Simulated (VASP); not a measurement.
# ZnSe (P4/nmm) in VASP: settings compared, part 2 of 2

VASP 6.6.1. Earlier steps stand in the parts before.

### 4 Single point, PBE+TS

The input, INCAR:

```
SYSTEM = ZnSe
PREC = Accurate
ENCUT = 520
EDIFF = 1E-7
ISMEAR = 0
SIGMA = 0.02
LREAL = .False.
LASPH = .True.
ALGO = Normal
NELM = 100
ISIF = 2
LWAVE = .False.
LCHARG = .False.
IVDW = 2
LVDWSCS = .True.
```

The input, KPOINTS:

```
k-points
0
Gamma
  5 5 3
```

The input, POSCAR:

```
ZnSe
1.0
    4.1077020000      0.0000000000      0.0000000000
    0.0000000000      4.1077020000      0.0000000000
    0.0000000000      0.0000000000      6.0703500000
Se Zn
2 2
Direct
    0.5000000000      0.0000000000      0.7537200000
    0.0000000000      0.5000000000      0.2462800000
    0.5000000000      0.5000000000      0.0000000000
    0.0000000000      0.0000000000      0.0000000000
```

Run with:

```
$ cat potpaw_PBE.64/Se/POTCAR potpaw_PBE.64/Zn/POTCAR > POTCAR
$ mpirun -np 1 vasp_std > vasp.out
```

Run time: 23 s. Hardware: 1 thread of Intel Xeon 6975P-C (Granite Rapids), shared host; peak memory 0.22 GiB.

The run converged. Its results:

```
Free energy                : -12.1085 eV
Pressure                   : -1.2 GPa
Largest force              : 0.029 eV/Å
Band gap on the k mesh     : 1.94 eV
Hirshfeld charges          : Se -0.18; Zn +0.18 e
Dispersion energy per atom : -0.173 eV
```

Forces on the atoms (eV/Å):
```
Se   0.000  0.000  0.029
Se   0.000  0.000 -0.029
Zn   0.000  0.000  0.000
Zn   0.000  0.000  0.000
```

Stress tensor (GPa, compression positive):
```
-1.11  0.00  0.00
 0.00 -1.11  0.00
 0.00  0.00 -1.50
```

Levels at points of the mesh, in eV from the valence-band top:
| k point | band 16 | band 17 | band 18 | band 19 | band 20 | band 21 |
| --- | --- | --- | --- | --- | --- | --- |
| (0.00, 0.00, 0.00) | -0.01 | 0.00 | 0.00 | 1.94 | 1.96 | 3.05 |

Caveat: an odd mesh through Γ misses points on the zone boundary, where band edges can lie.

### 5 Single point, PBE-based screened hybrid with 30 % exact exchange

POSCAR is that of step 4.

The input, INCAR.step1:

```
SYSTEM = ZnSe
ALGO = Normal
EDIFF = 1E-5
ENCUT = 520
GGA = PE
ISIF = 2
ISMEAR = -1
LASPH = .True.
LCHARG = .False.
LREAL = .False.
LWAVE = .True.
NBANDS = 26
NELM = 100
PREC = Accurate
SIGMA = 0.05
```

The input, INCAR.step2:

```
SYSTEM = ZnSe
AEXX = 0.3
ALGO = Normal
EDIFF = 1E-6
ENCUT = 520
GGA = PE
HFSCREEN = 0.2
ISIF = 2
ISMEAR = -1
ISTART = 1
LASPH = .True.
LCHARG = .False.
LHFCALC = .True.
LREAL = .False.
LWAVE = .False.
NBANDS = 26
NELM = 100
PREC = Accurate
PRECFOCK = Normal
SIGMA = 0.05
```

The input, KPOINTS:

```
k-points
0
Gamma
  4 4 3
  0 0 0
```

Run with:

```
$ cat potpaw_PBE.64/Se/POTCAR potpaw_PBE.64/Zn/POTCAR > POTCAR
$ cp INCAR.step1 INCAR
$ mpirun -np 1 vasp_std > vasp.out
$ cp INCAR.step2 INCAR
$ mpirun -np 1 vasp_std > vasp.out
```

Wall time 52 min (1 thread of AMD EPYC 7R43 (Zen 3), shared host); peak memory 0.32 GiB.

Results (log left out):

* Free energy: -14.7215 eV
* Pressure: -1.2 GPa
* Largest force: 0.446 eV/Å
* Band gap on the k mesh: 3.15 eV

Forces on the atoms (eV/Å):
```
Se   0.000  0.000  0.446
Se   0.000  0.000 -0.446
Zn   0.000  0.000  0.000
Zn   0.000  0.000  0.000
```

Stress tensor (GPa, compression positive):
```
-0.83  0.00  0.00
 0.00 -0.83  0.00
 0.00  0.00 -1.99
```

Levels at points of the mesh, in eV from the valence-band top:
```
           k point  band 16  band 17  band 18  band 19  band 20  band 21
(0.00, 0.00, 0.00)    -0.02    -0.02     0.00     3.15     3.32     4.09
(0.50, 0.00, 0.00)    -1.63    -0.85    -0.85     4.85     4.85     7.24
(0.50, 0.50, 0.00)    -2.29    -2.16    -2.16     4.47     4.47     4.88
```

Caveat: the PAW data sets were made with another functional, which shifts forces and pressure a little; an odd mesh through Γ misses points on the zone boundary, where band edges can lie.

### 6 Single point, PBE

The input, INCAR:

```
SYSTEM = ZnSe
ALGO     = Normal         ! electronic algorithm
EDIFF    = 1E-6           ! SCF threshold, eV
ENCUT    = 520            ! plane-wave cutoff, eV
GGA      = PE             ! functional
ISIF     = 2              ! what is computed and relaxed
ISMEAR   = -1             ! smearing method
LASPH    = .True.         ! aspherical terms in the spheres
LCHARG   = .False.        ! write CHGCAR
LREAL    = .False.        ! projectors in reciprocal space
LWAVE    = .False.        ! write WAVECAR
NBANDS   = 26             ! bands
NELM     = 60             ! most SCF steps
PREC     = Accurate       ! precision mode
SIGMA    = 0.05           ! smearing width, eV
```

The input, KPOINTS:

```
k-points
0
Gamma
  5 5 4
  0 0 0
```

POSCAR is that of step 5.

Potentials or basis: VASP PAW PBE potentials, release 64 (Se, Zn).

Run with:

```
$ cat potpaw_PBE.64/Se/POTCAR potpaw_PBE.64/Zn/POTCAR > POTCAR
$ mpirun -np 1 vasp_std > vasp.out
```

OUTCAR:

```text
SYSTEM = ZnSe
   EDIFF = 1E-6
   ENCUT = 520
   GGA = PE
   ISIF = 2
   ISMEAR = -1
   LASPH = .True.
   LREAL = .False.
   NELM = 60
   PREC = Accurate

 ion  position               nearest neighbor table
   1  0.500  0.000  0.754-   3 2.54   4 2.54   3 2.54   4 2.54
   2  0.000  0.500  0.246-   3 2.54   4 2.54   4 2.54   3 2.54
   3  0.500  0.500  0.000-   1 2.54   2 2.54   1 2.54   2 2.54   4 2.90   4 2.90   4 2.90   4 2.90

   4  0.000  0.000  0.000-   1 2.54   2 2.54   2 2.54   1 2.54   3 2.90   3 2.90   3 2.90   3 2.90

  LATTYP: Found a simple tetragonal cell.
 ALAT       =     4.1077020000
[... 714 lines left out ...]
  --------------------------------------------------------------------------------------
  -------------------------------------------------------------------------------------
  Total        0.0381233      0.0381233      0.0039056      0.0000000      0.0000000      0.0000000
  in kB        0.5963339      0.5963339      0.0610916      0.0000000      0.0000000      0.0000000
  external PRESSURE =       0.4179198 kB  Pullay stress =       0.0000000 kB

 VOLUME and BASIS-vectors are now :
 -----------------------------------------------------------------------------
  energy-cutoff  :      520.00
  volume of cell :      102.43
      direct lattice vectors                 reciprocal lattice vectors
     4.107702000  0.000000000  0.000000000     0.243445118  0.000000000  0.000000000
     0.000000000  4.107702000  0.000000000     0.000000000  0.243445118  0.000000000
     0.000000000  0.000000000  6.070350000     0.000000000  0.000000000  0.164735147

 POSITION                                       TOTAL-FORCE (eV/Angst)
 -----------------------------------------------------------------------------------
      2.05385      0.00000      4.57534         0.000000      0.000000      0.052073
      0.00000      2.05385      1.49501         0.000000      0.000000     -0.052073
      2.05385      2.05385      0.00000         0.000000      0.000000      0.000000
      0.00000      0.00000      0.00000         0.000000      0.000000      0.000000
 -----------------------------------------------------------------------------------
    total drift:                                0.000000     -0.000000     -0.000000

  FREE ENERGIE OF THE ION-ELECTRON SYSTEM (eV)
  ---------------------------------------------------
  free  energy   TOTEN  =       -11.4167274118 eV

  energy  without entropy=      -11.4167274113  energy(sigma->0) =      -11.41672741
```

OSZICAR:

```text
N       E                     dE             d eps       ncg     rms          rms(c)
DAV:   1     0.230976560791E+03    0.23098E+03   -0.16916E+04   936   0.155E+03
DAV:   2     0.108515093426E+02   -0.22013E+03   -0.21062E+03   948   0.325E+02
DAV:   3    -0.116249566881E+02   -0.22476E+02   -0.22255E+02  1136   0.104E+02
DAV:   4    -0.120789035342E+02   -0.45395E+00   -0.45303E+00  1084   0.149E+01
DAV:   5    -0.120819306459E+02   -0.30271E-02   -0.30268E-02  1090   0.112E+00    0.681E+00
DAV:   6    -0.114368973077E+02    0.64503E+00   -0.14959E+00  1282   0.304E+01    0.552E+00
DAV:   7    -0.114182156184E+02    0.18682E-01   -0.51738E-01  1002   0.508E+00    0.241E+00
DAV:   8    -0.114161837670E+02    0.20319E-02   -0.10800E-02  1064   0.843E-01    0.575E-01
DAV:   9    -0.114164955810E+02   -0.31181E-03   -0.21702E-03  1080   0.666E-01    0.952E-02
DAV:  10    -0.114166773757E+02   -0.18179E-03   -0.48719E-04   992   0.257E-01    0.282E-02
DAV:  11    -0.114167224429E+02   -0.45067E-04   -0.93821E-05   998   0.925E-02    0.113E-02
DAV:  12    -0.114167246436E+02   -0.22007E-05   -0.19362E-05  1062   0.235E-02    0.423E-03
DAV:  13    -0.114167270031E+02   -0.23595E-05   -0.40299E-06   978   0.124E-02    0.286E-03
DAV:  14    -0.114167274118E+02   -0.40870E-06   -0.29726E-07   726   0.361E-03
   1 F= -.11416727E+02 E0= -.11416727E+02  d E =-.507964E-09
```

stdout:

```text
POSCAR found type information on POSCAR SeZn
 POSCAR found :  2 types and       4 ions
 scaLAPACK will be used
 LDA part: xc-table for (Slater+PW92), standard interpolation
 POSCAR, INCAR and KPOINTS ok, starting setup
 FFT: planning ... GRIDC
 FFT: planning ... GRID_SOFT
 FFT: planning ... GRID
 WAVECAR not read
 entering main loop
```

Wall time 57 s (1 thread of Intel Xeon 8259CL, shared host); peak memory 0.22 GiB.

Results:

* Free energy: -11.4167 eV
* Pressure: 0.0 GPa
* Largest force: 0.052 eV/Å
* Band gap on the k mesh: 1.94 eV

Forces on the atoms (eV/Å):
```
Se   0.000  0.000  0.052
Se   0.000  0.000 -0.052
Zn   0.000  0.000  0.000
Zn   0.000  0.000  0.000
```

Levels at points of the mesh, in eV from the valence-band top:
```
           k point  band 15  band 16  band 17  band 18  band 19  band 20  band 21  band 22
(0.00, 0.00, 0.00)    -2.12    -0.01     0.00     0.00     1.94     1.96     3.05     5.78
(0.00, 0.00, 0.50)    -1.98    -1.12    -0.27    -0.27     2.04     3.40     3.68     5.26
```

Caveat: an odd mesh through Γ misses points on the zone boundary, where band edges can lie.

### 7 Summary

```csv
level,k mesh,smearing,dipole correction,grid for exact exchange (PRECFOCK),share of exact exchange,screening parameter,gap on the mesh (eV),pressure (GPa),largest force (eV/Å)
PBE+D2,5 × 5 × 3,gaussian 0.02 eV,-,-,-,-,1.94,-1.2,0.02
PBE+TS,5 × 5 × 3,gaussian 0.02 eV,-,-,-,-,1.94,-1.2,0.03
PBE-based screened hybrid with 30 % exact exchange,4 × 4 × 3,fermi-dirac 0.05 eV,no,Normal,0.3,0.2 1/Å,3.15,-1.2,0.45
PBE,5 × 5 × 4,fermi-dirac 0.05 eV,no,-,-,-,1.94,0.0,0.05
```

Alike in all rows: task single point; potentials or basis VASP PAW PBE potentials, release 64 (Se, Zn); no spin polarisation; cell as given; cutoff (eV) 520.

On the cell as given the gap runs from 1.94 eV (PBE+D2) to 3.15 eV (PBE-based screened hybrid with 30 % exact exchange); the meshes differ, which moves gaps too. The pressure there spans -1.2 GPa (PBE+TS) to 0.0 GPa (PBE); a positive pressure means that this level wants a larger cell, a negative one a smaller.

Caveats: an odd mesh through Γ misses points on the zone boundary, where band edges can lie; the PAW data sets were made with another functional, which shifts forces and pressure a little (at least some runs).

Absolute energies hang on the potentials; compare differences alone.
